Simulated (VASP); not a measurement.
A run of VASP 6.6.1 is set up as follows.

Contents of POSCAR:

```
Co
1.0
    2.5074000000      0.0000000000      0.0000000000
   -1.2537000000      2.1714720974      0.0000000000
    0.0000000000      0.0000000000      4.0699000000
Co
2
Direct
    0.3333333333      0.6666666667      0.2500000000
    0.6666666667      0.3333333333      0.7500000000
```

INCAR.step1

```
SYSTEM = Co
PREC = Accurate ; ENCUT = 520
EDIFF = 1E-6 ; ISMEAR = -1
SIGMA = 0.1 ; LREAL = .False.
LASPH = .True. ; NELM = 200
ALGO = Normal ; ISIF = 2
LWAVE = .False. ; LCHARG = .True.
ISPIN = 2 ; MAGMOM = 2.5 2.5
LMAXMIX = 4 ; GGA = PE
NBANDS = 20 ; GGA_COMPAT = .False.
NEDOS = 2001 ; LORBIT = 11
```

File KPOINTS.step1:

```
regular mesh
0
Gamma
  14 14 8
  0 0 0
```

File INCAR.step2:

```
SYSTEM = Co
PREC = Accurate ; ENCUT = 520
EDIFF = 1E-6 ; ISMEAR = -5
SIGMA = 0.1 ; LREAL = .False.
LASPH = .True. ; NELM = 200
ALGO = Normal ; ISIF = 2
LWAVE = .False. ; LCHARG = .False.
ISPIN = 2 ; MAGMOM = 2.5 2.5
LORBIT = 10 ; LMAXMIX = 4
GGA = PE ; NBANDS = 20
NEDOS = 2001 ; ICHARG = 11
GGA_COMPAT = .False.
```

KPOINTS.step2

```
regular mesh
0
Gamma
  21 21 12
  0 0 0
```

Potentials or basis: VASP PAW PBE potentials, release 64 (Co).

The run is started by

```bash
$ cat potpaw_PBE.64/Co/POTCAR > POTCAR
$ cp INCAR.step1 INCAR
$ cp KPOINTS.step1 KPOINTS
$ mpirun -np 1 vasp_std > vasp.out
$ cp INCAR.step2 INCAR
$ cp KPOINTS.step2 KPOINTS
$ mpirun -np 1 vasp_std > vasp.out
```

Q: Predict the site moments.

A: Co +1.64 μB.

Q: Estimate the net moment.

A: 3.22 μB per cell.
